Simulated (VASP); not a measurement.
# Rb (Im-3m) in VASP: notebook

Runs on Rb. Level: PBE. Tasks: single point.

Program: VASP 6.6.1. These are calculated values, not measurements. Logs are shortened: lines on timing, memory, paths and dates and some standing lists are left out, and cuts for length are marked.

## 1. The cell of the first run

It takes space group Im-3m (No. 229, cubic). Conventional cell: a = 5.672 Å, b = 5.672 Å, c = 5.672 Å, α = 90.00°, β = 90.00°, γ = 90.00°.

## 2. Single point, PBE

INCAR reads:

```
PREC     = Accurate       # precision mode
ENCUT    = 500            # plane-wave cutoff, eV
EDIFF    = 1E-6           # SCF threshold, eV
ISMEAR   = -1             # smearing method
SIGMA    = 0.0816         # smearing width, eV
LREAL    = F              # projectors in reciprocal space
LASPH    = T              # aspherical terms in the spheres
NELM     = 120            # most SCF steps
ALGO     = Normal         # electronic algorithm
ISIF     = 2              # what is computed and relaxed
LWAVE    = F              # write WAVECAR
LCHARG   = T              # write CHGCAR
GGA      = PE             # functional
LELF     = T              # ELF
LVHAR    = T            
NBANDS   = 16             # bands
GGA_COMPAT= F
```

KPOINTS reads:

```
regular mesh
0
Gamma
  5 5 5
```

POSCAR reads:

```
Rb
1.0
    5.6718008064      0.0000000000      0.0000000000
    0.0000000000      5.6718008064      0.0000000000
    0.0000000000      0.0000000000      5.6718008064
Rb
2
Direct
    0.0000000000      0.0000000000      0.0000000000
    0.5000000000      0.5000000000      0.5000000000
```

Potentials or basis: VASP PAW PBE potentials, release 64 (Rb_sv).

Launch:

```bash
cat potpaw_PBE.64/Rb_sv/POTCAR > POTCAR
mpirun -np 1 vasp_std > vasp.out
```

OUTCAR:

```text
PREC = Accurate
   ENCUT = 500
   EDIFF = 1E-6
   ISMEAR = -1
   LREAL = F
   LASPH = T
   NELM = 120
   ISIF = 2
   GGA = PE

 ion  position               nearest neighbor table
   1  0.000  0.000  0.000-   2 4.91   2 4.91   2 4.91   2 4.91   2 4.91   2 4.91   2 4.91   2 4.91

   2  0.500  0.500  0.500-   1 4.91   1 4.91   1 4.91   1 4.91   1 4.91   1 4.91   1 4.91   1 4.91

  LATTYP: Found a simple cubic cell.
 ALAT       =     5.6718008064

  Lattice vectors:

 A1 = (   5.6718008064,   0.0000000000,   0.0000000000)
 A2 = (   0.0000000000,   5.6718008064,   0.0000000000)
 A3 = (   0.0000000000,   0.0000000000,   5.6718008064)

Analysis of symmetry for initial positions (statically):
=====================================================================
 Subroutine PRICEL returns following result:

  LATTYP: Found a body centered cubic cell.
 ALAT       =     5.6718008064

  Lattice vectors:

 A1 = (   2.8359004032,   2.8359004032,  -2.8359004032)
 A2 = (  -2.8359004032,   2.8359004032,   2.8359004032)
 A3 = (   2.8359004032,  -2.8359004032,   2.8359004032)

   2 primitive cells build up your supercell.

 Routine SETGRP: Setting up the symmetry group for a
 simple cubic supercell.

 Subroutine GETGRP returns: Found 48 space group operations
 (whereof 48 operations were pure point group operations)
 out of a pool of 48 trial point group operations.

The static configuration has the point symmetry O_h .

Analysis of symmetry for dynamics (positions and initial velocities):
=====================================================================
 Subroutine PRICEL returns following result:

  LATTYP: Found a body centered cubic cell.
 ALAT       =     5.6718008064

  Lattice vectors:

 A1 = (   2.8359004032,   2.8359004032,  -2.8359004032)
 A2 = (  -2.8359004032,   2.8359004032,   2.8359004032)
 A3 = (   2.8359004032,  -2.8359004032,   2.8359004032)

   2 primitive cells build up your supercell.

 Routine SETGRP: Setting up the symmetry group for a
 simple cubic supercell.

 Subroutine GETGRP returns: Found 48 space group operations
 (whereof 48 operations were pure point group operations)
 out of a pool of 48 trial point group operations.

The dynamic configuration has the point symmetry O_h .

 Subroutine INISYM returns: Found 48 space group operations
 (whereof 48 operations are pure point group operations),
 and found     2 'primitive' translations

----------------------------------------------------------------------------------------

                                     Primitive cell

  volume of cell :      91.2290

  direct lattice vectors                    reciprocal lattice vectors
     2.835900403  2.835900403 -2.835900403     0.176310846  0.176310846  0.000000000
    -2.835900403  2.835900403  2.835900403    -0.000000000  0.176310846  0.176310846
     2.835900403 -2.835900403  2.835900403     0.176310846  0.000000000  0.176310846

  length of vectors
     4.911923584  4.911923584  4.911923584     0.249341190  0.249341190  0.249341190

  position of ions in fractional coordinates (direct lattice)
     0.000000000  0.000000000  0.000000000

  ion indices of the primitive-cell ions
   primitive index   ion index
                 1           1

----------------------------------------------------------------------------------------

 KPOINTS: regular mesh

Automatic generation of k-mesh.
 Grid dimensions read from file:
 generate k-points for:    5    5    5

 Generating k-lattice:

  Cartesian coordinates                     Fractional coordinates (reciprocal lattice)
     0.035262169  0.000000000  0.000000000     0.200000000  0.000000000  0.000000000
     0.000000000  0.035262169  0.000000000     0.000000000  0.200000000  0.000000000
     0.000000000  0.000000000  0.035262169     0.000000000  0.000000000  0.200000000

  Length of vectors
     0.035262169  0.035262169  0.035262169

  Shift w.r.t. Gamma in fractional coordinates (k-lattice)
     0.000000000  0.000000000  0.000000000

 Subroutine IBZKPT returns following result:
 ===========================================

 Found     10 irreducible k-points:

 Following reciprocal coordinates:
            Coordinates               Weight
  0.000000  0.000000  0.000000      1.000000
  0.200000  0.000000  0.000000      6.000000
  0.400000  0.000000  0.000000      6.000000
  0.200000  0.200000  0.000000     12.000000
  0.400000  0.200000  0.000000     24.000000
  0.400000  0.400000  0.000000     12.000000
  0.200000  0.200000  0.200000      8.000000
  0.400000  0.200000  0.200000     24.000000
  0.400000  0.400000  0.200000     24.000000
  0.400000  0.400000  0.400000      8.000000
   k-points           NKPTS =     10   k-points in BZ     NKDIM =     10   number of bands    NBANDS=     16
   number of dos      NEDOS =    301   number of ions     NIONS =      2
   total plane-waves  NPLWV =  74088
   dimension x,y,z NGX =    42 NGY =   42 NGZ =   42
   dimension x,y,z NGXF=    84 NGYF=   84 NGZF=   84
   ions per type =               2
   NGX,Y,Z   is equivalent  to a cutoff of  12.31, 12.31, 12.31 a.u.
   NGXF,Y,Z  is equivalent  to a cutoff of  24.62, 24.62, 24.62 a.u.
 SYSTEM =  unknown system
   PREC   = accura    normal or accurate (medium, high low for compatibility)
   ISTART =      0    job   : 0-new  1-cont  2-samecut
   ICHARG =      2    charge: 1-file 2-atom 10-const
   ISPIN  =      1    spin polarized calculation?
   LNONCOLLINEAR =      F non collinear calculations
   LSORBIT =      F    spin-orbit coupling
   LASPH  =      T    aspherical Exc in radial PAW
   ENCUT  =  500.0 eV  36.75 Ry    6.06 a.u.  10.34 10.34 10.34*2*pi/ulx,y,z
   NELM   =    120;   NELMIN=  2; NELMDL= -5     # of ELM steps
   EDIFF  = 0.1E-05   stopping-criterion for ELM
   LREAL  =      F    real-space projection
   EDIFFG = 0.1E-04   stopping-criterion for IOM
   NSW    =      0    number of steps for IOM
   IBRION =     -1    ionic relax: 0-MD 1-quasi-New 2-CG
   NFREE  =      0    steps in history (QN), initial steepest desc. (CG)
   ISIF   =      2    stress and relaxation
   ISYM   =      2    0-nonsym 1-usesym 2-fastsym
   POTIM  = 0.5000    time-step for ionic-motion
   TEBEG  =    0.0;   TEEND  =   0.0 temperature during run
   PSTRESS=    0.0 pullay stress
   NELECT =      18.0000    total number of electrons
   NUPDOWN=      -1.0000    fix difference up-down
   EMIN   =  10.00;   EMAX   =-10.00  energy-range for DOS
   EFERMI =   0.00;   METHOD = LEGACY
   ISMEAR =    -1;   SIGMA  =   0.08  broadening in eV -4-tet -1-fermi 0-gaus
   EFERMI_NEDOS =   21; number of points for ismear=-14 and -15
   IALGO  =     38    algorithm
   IMIX   =      4    mixing-type and parameters
     AMIX     =   0.40;   BMIX     =  1.00
     AMIX_MAG =   1.60;   BMIX_MAG =  1.00
  volume/ion in A,a.u.               =      91.23       615.64
  Fermi-wavevector in a.u.,A,eV,Ry     =   0.756446  1.429476  7.785401  0.572211
  Thomas-Fermi vector in A             =   1.854569
   LORBIT       =      0    0 simple, 1 ext, 2 COOP (PROOUT), +10 PAW based schemes
   GGA     = PE    functional components
   LHFCALC =     F    Hartree Fock is set to
   AEXX    =    0.0000 exact exchange contribution
   IVDW    =     0    specifies the selected vdW correction
   LEPSILON=     F    determine dielectric tensor
   LRPA    =     F    only Hartree local field effects (RPA)
 non-spin polarized calculation
  energy-cutoff  :      500.00
  volume of cell :      182.46
 maximum number of plane-waves:      4656
 NGX is ok and might be reduce to    42
   NGX = 21   NGY = 21   NGZ = 21

 number of electron      17.9999999 magnetization

 Free energy of the ion-electron system (eV)
  ---------------------------------------------------
  ext. energy  EPLUGINS =         0.00000000
  ---------------------------------------------------
  free energy    TOTEN  =        -1.88068103 eV

  energy without entropy =       -1.83254102  energy(sigma->0) =       -1.85661103

 E-fermi :   0.0196     XC(G=0):  -5.4602

 val. band max:       -0.0828858929   @ k =   0.4000   0.0000   0.0000
 cond. band min:       0.0888141576   @ k =   0.4000   0.2000   0.0000
 fundamental gap:      0.1717000504
 Fermi energy:         0.0196311181

 k-point     1 :       0.0000    0.0000    0.0000
  band No.  band energies     occupation
      1     -28.8972      2.00000
      2     -28.8898      2.00000
      3     -13.0077      2.00000
      4     -13.0077      2.00000
      5     -13.0077      2.00000
      6     -12.9398      2.00000
[... 8 lines left out ...]
     15       3.6831      0.00000
     16       3.6831      0.00000

 k-point     2 :       0.2000    0.0000    0.0000
  band No.  band energies     occupation
      1     -28.8964      2.00000
      2     -28.8904      2.00000
      3     -13.0065      2.00000
      4     -13.0009      2.00000
      5     -13.0009      2.00000
      6     -12.9516      2.00000
[... 8 lines left out ...]
     15       3.4519      0.00000
     16       3.4519      0.00000

 k-point     3 :       0.4000    0.0000    0.0000
  band No.  band energies     occupation
      1     -28.8945      2.00000
      2     -28.8922      2.00000
      3     -12.9980      2.00000
      4     -12.9833      2.00000
      5     -12.9833      2.00000
      6     -12.9772      2.00000
[... 8 lines left out ...]
     15       3.1315      0.00000
     16       3.1315      0.00000

 k-point     4 :       0.2000    0.2000    0.0000
  band No.  band energies     occupation
      1     -28.8958      2.00000
      2     -28.8909      2.00000
      3     -13.0170      2.00000
      4     -12.9953      2.00000
      5     -12.9846      2.00000
      6     -12.9730      2.00000
[... 8 lines left out ...]
     15       3.1870      0.00000
     16       3.9446      0.00000
[... 58 lines left out ...]
 k-point     8 :       0.4000    0.2000    0.2000
  band No.  band energies     occupation
      1     -28.8939      2.00000
      2     -28.8924      2.00000
      3     -13.0172      2.00000
      4     -13.0081      2.00000
      5     -12.9894      2.00000
      6     -12.9655      2.00000
[... 8 lines left out ...]
     15       3.9739      0.00000
     16       4.2723      0.00000

 k-point     9 :       0.4000    0.4000    0.2000
  band No.  band energies     occupation
      1     -28.8933      2.00000
      2     -28.8928      2.00000
      3     -13.0227      2.00000
      4     -13.0205      2.00000
      5     -12.9838      2.00000
      6     -12.9712      2.00000
[... 8 lines left out ...]
     15       3.9418      0.00000
     16       4.0803      0.00000

 k-point    10 :       0.4000    0.4000    0.4000
  band No.  band energies     occupation
      1     -28.8930      2.00000
      2     -28.8928      2.00000
      3     -13.0103      2.00000
      4     -12.9991      2.00000
      5     -12.9991      2.00000
      6     -12.9706      2.00000
[... 8 lines left out ...]
     15       3.2008      0.00000
     16       3.2713      0.00000

------------------------ aborting loop because EDIFF is reached ----------------------------------------

  FORCE on cell =-STRESS in cart. coord.  units (eV):
  Direction    XX          YY          ZZ          XY          YZ          ZX
  --------------------------------------------------------------------------------------
  -------------------------------------------------------------------------------------
  Total        0.0030313      0.0030313      0.0030313     -0.0000000     -0.0000000      0.0000000
  in kB        0.0266182      0.0266182      0.0266182     -0.0000000     -0.0000000      0.0000000
  external PRESSURE =       0.0266182 kB  Pullay stress =       0.0000000 kB

 VOLUME and BASIS-vectors are now :
 -----------------------------------------------------------------------------
  energy-cutoff  :      500.00
  volume of cell :      182.46
      direct lattice vectors                 reciprocal lattice vectors
     5.671800806  0.000000000  0.000000000     0.176310846  0.000000000  0.000000000
     0.000000000  5.671800806  0.000000000     0.000000000  0.176310846  0.000000000
     0.000000000  0.000000000  5.671800806     0.000000000  0.000000000  0.176310846

 POSITION                                       TOTAL-FORCE (eV/Angst)
 -----------------------------------------------------------------------------------
      0.00000      0.00000      0.00000        -0.000000     -0.000000     -0.000000
      2.83590      2.83590      2.83590         0.000000      0.000000      0.000000
 -----------------------------------------------------------------------------------
    total drift:                                0.000000     -0.000000     -0.000000

  FREE ENERGIE OF THE ION-ELECTRON SYSTEM (eV)
  ---------------------------------------------------
  free  energy   TOTEN  =        -1.8806810308 eV

  energy  without entropy=       -1.8325410242  energy(sigma->0) =       -1.85661103
```

Wall time 42 s (1 thread of Intel Xeon 8259CL, shared host); peak memory 0.24 GiB.

Results:

- Free energy: -1.8807 eV
- Pressure: 0.0 GPa
- Band gap on the k mesh: zero (bands 9 and 10 overlap by 0.54 eV)

## 3. Single point, PBE

INCAR reads:

```
SYSTEM = Rb
PREC     = Accurate       ! precision mode
ENCUT    = 500            ! plane-wave cutoff, eV
EDIFF    = 1E-6           ! SCF threshold, eV
ISMEAR   = -1             ! smearing method
SIGMA    = 0.0816         ! smearing width, eV
LREAL    = .False.        ! projectors in reciprocal space
LASPH    = .True.         ! aspherical terms in the spheres
NELM     = 120            ! most SCF steps
ALGO     = Normal         ! electronic algorithm
ISIF     = 2              ! what is computed and relaxed
LWAVE    = .False.        ! write WAVECAR
LCHARG   = .False.        ! write CHGCAR
GGA      = PE             ! functional
NBANDS   = 16             ! bands
GGA_COMPAT= .False.
```

KPOINTS reads:

```
Automatic mesh
0
Gamma
  5 5 5
  0 0 0
```

POSCAR is that of step 2.

Potentials or basis: VASP PAW PBE potentials, release 64 (Rb_sv).

Launch:

```bash
cat potpaw_PBE.64/Rb_sv/POTCAR > POTCAR
mpirun -np 1 vasp_std > vasp.out
```

Run time: 39 s. Hardware: 1 thread of Intel Xeon 8259CL, shared host; peak memory 0.24 GiB.

The run converged. Its results:

```yaml
Free_energy: -1.8807 eV
Pressure: 0.0 GPa
Band_gap_on_the_k_mesh: zero (bands 9 and 10 overlap by 0.54 eV)
```

Levels at points of the mesh, in eV from the Fermi level:
```csv
k point,band 6,band 7,band 8,band 9,band 10,band 11,band 12,band 13
"(0.00, 0.00, 0.00)",-12.96,-12.96,-12.96,-1.98,1.25,1.25,3.23,3.23
```

The gap in the log of VASP goes by the Fermi energy; the results here count the filled bands.